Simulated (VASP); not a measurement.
Here is a VASP 6.6.1 calculation.

Contents of INCAR:

```
ALGO = Normal
EDIFF = 1E-7
ENCUT = 520
GGA = PE
ISIF = 2
ISMEAR = -1
LASPH = T
LCHARG = F
LREAL = F
LWAVE = F
NBANDS = 12
NELM = 80
PREC = Accurate
SIGMA = 0.05
```

The input KPOINTS:

```
k-points
0
Gamma
  21 21 21
```

File POSCAR:

```
Cu
1.0
   -1.2813142148      1.2813142148      1.2813142148
    1.2813142148     -1.2813142148      1.2813142148
    1.2813142148      1.2813142148     -1.2813142148
Cu
1
Direct
    0.0000000000      0.0000000000      0.0000000000
```

Potentials or basis: VASP PAW PBE potentials, release 64 (Cu).

The run is started by

```console
$ cat potpaw_PBE.64/Cu/POTCAR > POTCAR
$ mpirun -np 1 vasp_std > vasp.out
```

Q: What does it give for the pressure?

A: 120.6 GPa.
